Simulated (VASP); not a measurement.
Crystal: TiC (rocksalt type).

```
Ti C
1.0
     0.00000    2.23228    2.23228
     2.23228    0.00000    2.23228
     2.23228    2.23228    0.00000
Ti C
1 1
Direct
  0.00000 0.00000 0.00000
  0.50000 0.50000 0.50000
```

```yaml
Program: VASP 6.6.1
Task: relaxation of cell and atoms
Functional: PBE
Potentials_or_basis: VASP PAW PBE potentials, release 64 (Ti_sv, C)
Cutoff: 600 eV
k_mesh: 14 × 14 × 14
Occupations: fermi-dirac, width 0.03 eV
Spin: no spin polarisation
```

At the start: pressure -18.6 GPa; volume 11.12 Å³/atom.

Problem. Where does the relaxation end?

Solution. Over 4 steps the energy falls by 59.7 meV/atom and the volume is 10.17 Å³/atom (-8.5 %); space group Fm-3m (No. 225, to 0.05 Å).

Step by step:
| step | energy change (eV) | largest force (eV/Å) | pressure (GPa) | volume (Å³) |
| --- | --- | --- | --- | --- |
| 1 | 0.0000 | 0.0000 | -18.62 | 22.25 |
| 2 | 0.0628 | 0.0000 | 31.82 | 18.34 |
| 3 | -0.1194 | 0.0000 | -0.49 | 20.38 |
| 4 | -0.1195 | 0.0000 | -0.05 | 20.35 |

Final structure:
```yaml
crystal:
  lattice:
    - [0.00000, 2.16677, 2.16677]
    - [2.16677, 0.00000, 2.16677]
    - [2.16677, 2.16677, 0.00000]
  atoms:
    - { symbol: Ti, position: [0.00000, 0.00000, 0.00000] }
    - { symbol: C, position: [0.50000, 0.50000, 0.50000] }
```
